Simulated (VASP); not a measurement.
# AlN (P6_3/mmc) in VASP: further runs

Runs on AlN. Level: PBEsol. Tasks: single point.

All numbers are computed with VASP 6.6.1; they aren't measurements. Logs are shortened: lines on timing, memory, paths and dates and some standing lists are left out, and cuts for length are marked.

### 1 The cell of the first run

The structure is hexagonal, space group P6_3/mmc (No. 194). Conventional cell: a = 3.341 Å, b = 3.341 Å, c = 3.974 Å, α = 90.00°, β = 90.00°, γ = 120.00°. Al (site symmetry -6m2) has 5 N at 1.93 to 1.99 Å within 2.6 Å. N (site symmetry -6m2) has 5 Al at 1.93 to 1.99 Å within 2.6 Å.

### 2 Single point, PBEsol

INCAR

```
SYSTEM = AlN
PREC     = Accurate       ! precision mode
ENCUT    = 520            ! plane-wave cutoff, eV
EDIFF    = 1E-7           ! SCF threshold, eV
ISMEAR   = 0              ! smearing method
SIGMA    = 0.05           ! smearing width, eV
LREAL    = .False.        ! projectors in reciprocal space
LASPH    = .True.         ! aspherical terms in the spheres
NELM     = 80             ! most SCF steps
ALGO     = Normal         ! electronic algorithm
ISIF     = 2              ! what is computed and relaxed
LWAVE    = .False.        ! write WAVECAR
LCHARG   = .True.         ! write CHGCAR
GGA      = PS             ! functional
LELF     = .True.         ! ELF
LVHAR    = .True.       
NBANDS   = 16             ! bands
```

KPOINTS

```
Automatic mesh
0
Gamma
  9 9 6
  0 0 0
```

POSCAR

```
AlN
1.0
    3.3411000000      0.0000000000      0.0000000000
   -1.6705500000      2.8934774766      0.0000000000
    0.0000000000      0.0000000000      3.9744000000
Al N
2 2
Direct
    0.3333333333      0.6666666667      0.7500000000
    0.6666666667      0.3333333333      0.2500000000
    0.3333333333      0.6666666667      0.2500000000
    0.6666666667      0.3333333333      0.7500000000
```

Potentials or basis: VASP PAW PBE potentials, release 64 (Al, N).

Run with:

```bash
$ cat potpaw_PBE.64/Al/POTCAR potpaw_PBE.64/N/POTCAR > POTCAR
$ mpirun -np 1 vasp_std > vasp.out
```

OUTCAR:

```text
SYSTEM = AlN
   PREC = Accurate
   ENCUT = 520
   EDIFF = 1E-7
   ISMEAR = 0
   LREAL = .False.
   LASPH = .True.
   NELM = 80
   ISIF = 2
   GGA = PS

 ion  position               nearest neighbor table
   1  0.333  0.667  0.750-   4 1.93   4 1.93   4 1.93   3 1.99   3 1.99   2 2.77   2 2.77   2 2.77
                             2 2.77   2 2.77   2 2.77
   2  0.667  0.333  0.250-   3 1.93   3 1.93   3 1.93   4 1.99   4 1.99   1 2.77   1 2.77   1 2.77
                             1 2.77   1 2.77   1 2.77
   3  0.333  0.667  0.250-   2 1.93   2 1.93   2 1.93   1 1.99   1 1.99
   4  0.667  0.333  0.750-   1 1.93   1 1.93   1 1.93   2 1.99   2 1.99

  LATTYP: Found a hexagonal cell.
 ALAT       =     3.3411000000
 C/A-ratio  =     1.1895483523

  Lattice vectors:

 A1 = (   3.3411000000,   0.0000000000,   0.0000000000)
 A2 = (  -1.6705500000,   2.8934774766,   0.0000000000)
 A3 = (   0.0000000000,   0.0000000000,   3.9744000000)

Analysis of symmetry for initial positions (statically):
=====================================================================
 Subroutine PRICEL returns:
 Original cell was already a primitive cell.

 Routine SETGRP: Setting up the symmetry group for a
 hexagonal supercell.

 Subroutine GETGRP returns: Found 24 space group operations
 (whereof 12 operations were pure point group operations)
 out of a pool of 24 trial point group operations.

The static configuration has the point symmetry D_3d.
 The point group associated with its full space group is D_6h.

Analysis of symmetry for dynamics (positions and initial velocities):
=====================================================================
 Subroutine PRICEL returns:
 Original cell was already a primitive cell.

 Routine SETGRP: Setting up the symmetry group for a
 hexagonal supercell.

 Subroutine GETGRP returns: Found 24 space group operations
 (whereof 12 operations were pure point group operations)
 out of a pool of 24 trial point group operations.

The dynamic configuration has the point symmetry D_3d.
 The point group associated with its full space group is D_6h.

 Subroutine INISYM returns: Found 24 space group operations
 (whereof 12 operations are pure point group operations),
 and found     1 'primitive' translations

----------------------------------------------------------------------------------------

                                     Primitive cell

  volume of cell :      38.4221

  direct lattice vectors                    reciprocal lattice vectors
     3.341100000  0.000000000  0.000000000     0.299302625  0.172802451  0.000000000
    -1.670550000  2.893477477  0.000000000     0.000000000  0.345604902  0.000000000
     0.000000000  0.000000000  3.974400000     0.000000000  0.000000000  0.251610306

  length of vectors
     3.341100000  3.341100000  3.974400000     0.345604902  0.345604902  0.251610306

  position of ions in fractional coordinates (direct lattice)
     0.333333333  0.666666667  0.750000000
     0.666666667  0.333333333  0.250000000
     0.333333333  0.666666667  0.250000000
     0.666666667  0.333333333  0.750000000

  ion indices of the primitive-cell ions
   primitive index   ion index
                 1           1
                 2           2
                 3           3
                 4           4

----------------------------------------------------------------------------------------

 KPOINTS: Automatic mesh

Automatic generation of k-mesh.
 Grid dimensions read from file:
 generate k-points for:    9    9    6

 Generating k-lattice:

  Cartesian coordinates                     Fractional coordinates (reciprocal lattice)
     0.033255847  0.019200272  0.000000000     0.111111111  0.000000000  0.000000000
     0.000000000  0.038400545  0.000000000     0.000000000  0.111111111  0.000000000
     0.000000000  0.000000000  0.041935051     0.000000000  0.000000000  0.166666667

  Length of vectors
     0.038400545  0.038400545  0.041935051

  Shift w.r.t. Gamma in fractional coordinates (k-lattice)
     0.000000000  0.000000000  0.000000000

 Subroutine IBZKPT returns following result:
 ===========================================

 Found     48 irreducible k-points:

 Following reciprocal coordinates:
            Coordinates               Weight
  0.000000  0.000000  0.000000      1.000000
  0.111111 -0.000000  0.000000      6.000000
  0.222222 -0.000000  0.000000      6.000000
  0.333333 -0.000000  0.000000      6.000000
  0.444444 -0.000000  0.000000      6.000000
  0.111111  0.111111  0.000000      6.000000
[... 16 lines left out ...]
  0.333333  0.222222  0.166667     24.000000
  0.333333  0.333333  0.166667      4.000000
 [... further k-points ...]
   k-points           NKPTS =     48   k-points in BZ     NKDIM =     48   number of bands    NBANDS=     16
   number of dos      NEDOS =    301   number of ions     NIONS =      4
   total plane-waves  NPLWV =  23520
   dimension x,y,z NGX =    28 NGY =   28 NGZ =   30
   dimension x,y,z NGXF=    56 NGYF=   56 NGZF=   60
   ions per type =               2   2
   NGX,Y,Z   is equivalent  to a cutoff of  13.93, 13.93, 12.55 a.u.
   NGXF,Y,Z  is equivalent  to a cutoff of  27.86, 27.86, 25.10 a.u.
 SYSTEM =  AlN
   PREC   = accura    normal or accurate (medium, high low for compatibility)
   ISTART =      0    job   : 0-new  1-cont  2-samecut
   ICHARG =      2    charge: 1-file 2-atom 10-const
   ISPIN  =      1    spin polarized calculation?
   LNONCOLLINEAR =      F non collinear calculations
   LSORBIT =      F    spin-orbit coupling
   LASPH  =      T    aspherical Exc in radial PAW
   ENCUT  =  520.0 eV  38.22 Ry    6.18 a.u.   6.21  6.21  7.39*2*pi/ulx,y,z
   NELM   =     80;   NELMIN=  2; NELMDL= -5     # of ELM steps
   EDIFF  = 0.1E-06   stopping-criterion for ELM
   LREAL  =      F    real-space projection
   EDIFFG = 0.1E-05   stopping-criterion for IOM
   NSW    =      0    number of steps for IOM
   IBRION =     -1    ionic relax: 0-MD 1-quasi-New 2-CG
   NFREE  =      0    steps in history (QN), initial steepest desc. (CG)
   ISIF   =      2    stress and relaxation
   ISYM   =      2    0-nonsym 1-usesym 2-fastsym
   POTIM  = 0.5000    time-step for ionic-motion
   TEBEG  =    0.0;   TEEND  =   0.0 temperature during run
   PSTRESS=    0.0 pullay stress
   NELECT =      16.0000    total number of electrons
   NUPDOWN=      -1.0000    fix difference up-down
   EMIN   =  10.00;   EMAX   =-10.00  energy-range for DOS
   EFERMI =   0.00;   METHOD = LEGACY
   ISMEAR =     0;   SIGMA  =   0.05  broadening in eV -4-tet -1-fermi 0-gaus
   EFERMI_NEDOS =   21; number of points for ismear=-14 and -15
   IALGO  =     38    algorithm
   IMIX   =      4    mixing-type and parameters
     AMIX     =   0.40;   BMIX     =  1.00
     AMIX_MAG =   1.60;   BMIX_MAG =  1.00
  volume/ion in A,a.u.               =       9.61        64.82
  Fermi-wavevector in a.u.,A,eV,Ry     =   1.222516  2.310220 20.334514  1.494545
  Thomas-Fermi vector in A             =   2.357660
   LORBIT       =      0    0 simple, 1 ext, 2 COOP (PROOUT), +10 PAW based schemes
   GGA     = PS    functional components
   LHFCALC =     F    Hartree Fock is set to
   AEXX    =    0.0000 exact exchange contribution
   IVDW    =     0    specifies the selected vdW correction
   LEPSILON=     F    determine dielectric tensor
   LRPA    =     F    only Hartree local field effects (RPA)
 non-spin polarized calculation
 Gauss-broadening in eV      SIGMA  =   0.05
  energy-cutoff  :      520.00
  volume of cell :       38.42
 maximum number of plane-waves:      1056
 NGX is ok and might be reduce to    28
   NGX = 13   NGY = 13   NGZ = 15

 number of electron      15.9999998 magnetization

 Free energy of the ion-electron system (eV)
  ---------------------------------------------------
  ext. energy  EPLUGINS =         0.00000000
  ---------------------------------------------------
  free energy    TOTEN  =       -30.88942260 eV

  energy without entropy =      -30.88942260  energy(sigma->0) =      -30.88942260

 E-fermi :   8.1634     XC(G=0): -11.4951

 val. band max:        7.9649359531   @ k =   0.0000   0.0000   0.0000
 cond. band min:      11.5594511077   @ k =   0.0000   0.0000   0.0000
 fundamental gap:      3.5945151546
 Fermi energy:         8.1633770949

 k-point     1 :       0.0000    0.0000    0.0000
  band No.  band energies     occupation
      1      -8.8406      2.00000
      2      -4.6807      2.00000
      3       1.2375      2.00000
      4       4.6409      2.00000
      5       4.6409      2.00000
      6       6.6618      2.00000
[... 8 lines left out ...]
     15      19.8941      0.00000
     16      19.8941      0.00000

 k-point     2 :       0.1111   -0.0000    0.0000
  band No.  band energies     occupation
      1      -8.7006      2.00000
      2      -4.7074      2.00000
      3       1.3820      2.00000
      4       4.1924      2.00000
      5       4.4324      2.00000
      6       6.1968      2.00000
[... 8 lines left out ...]
     15      19.3925      0.00000
     16      20.0732      0.00000

 k-point     3 :       0.2222   -0.0000    0.0000
  band No.  band energies     occupation
      1      -8.2974      2.00000
      2      -4.8299      2.00000
      3       1.8031      2.00000
      4       3.2126      2.00000
      5       4.0095      2.00000
      6       5.3805      2.00000
[... 8 lines left out ...]
     15      18.7932      0.00000
     16      20.9757      0.00000
[... 362 lines left out ...]
 k-point    23 :       0.3333    0.2222    0.1667
  band No.  band energies     occupation
      1      -6.6420      2.00000
      2      -5.7542      2.00000
      3       1.4721      2.00000
      4       2.2482      2.00000
      5       3.0980      2.00000
      6       5.0252      2.00000
[... 8 lines left out ...]
     15      20.2392      0.00000
     16      21.7459      0.00000

 k-point    24 :       0.3333    0.3333    0.1667
  band No.  band energies     occupation
      1      -6.1544      2.00000
      2      -6.1544      2.00000
      3       1.4043      2.00000
      4       2.5444      2.00000
      5       2.5444      2.00000
      6       5.5045      2.00000
[... 8 lines left out ...]
     15      19.7237      0.00000
     16      21.8305      0.00000

 [... further k-points ...]

------------------------ aborting loop because EDIFF is reached ----------------------------------------

  FORCE on cell =-STRESS in cart. coord.  units (eV):
  Direction    XX          YY          ZZ          XY          YZ          ZX
  --------------------------------------------------------------------------------------
  -------------------------------------------------------------------------------------
  Total       -0.1206179     -0.1206179      2.8512956      0.0000000      0.0000000      0.0000000
  in kB       -5.0296914     -5.0296914    118.8972103      0.0000000      0.0000000      0.0000000
  external PRESSURE =      36.2792758 kB  Pullay stress =       0.0000000 kB

 VOLUME and BASIS-vectors are now :
 -----------------------------------------------------------------------------
  energy-cutoff  :      520.00
  volume of cell :       38.42
      direct lattice vectors                 reciprocal lattice vectors
     3.341100000  0.000000000  0.000000000     0.299302625  0.172802451  0.000000000
    -1.670550000  2.893477477  0.000000000     0.000000000  0.345604902  0.000000000
     0.000000000  0.000000000  3.974400000     0.000000000  0.000000000  0.251610306

 POSITION                                       TOTAL-FORCE (eV/Angst)
 -----------------------------------------------------------------------------------
     -0.00000      1.92898      2.98080        -0.000000      0.000000      0.000000
      1.67055      0.96449      0.99360         0.000000     -0.000000      0.000000
     -0.00000      1.92898      0.99360        -0.000000      0.000000      0.000000
      1.67055      0.96449      2.98080         0.000000     -0.000000      0.000000
 -----------------------------------------------------------------------------------
    total drift:                               -0.000000      0.000000     -0.000000

  FREE ENERGIE OF THE ION-ELECTRON SYSTEM (eV)
  ---------------------------------------------------
  free  energy   TOTEN  =       -30.8894226017 eV

  energy  without entropy=      -30.8894226017  energy(sigma->0) =      -30.88942260
```

Run time: 14 s. Hardware: 1 thread of Intel Xeon 6975P-C (Granite Rapids), shared host; peak memory 0.16 GiB.

Results:

```
Free energy            : -30.8894 eV
Pressure               : 3.6 GPa
Band gap on the k mesh : 3.59 eV, direct
```

Caveat: the PAW data sets were made with another functional, which shifts forces and pressure a little.

(Continued in part 2 of 2.)
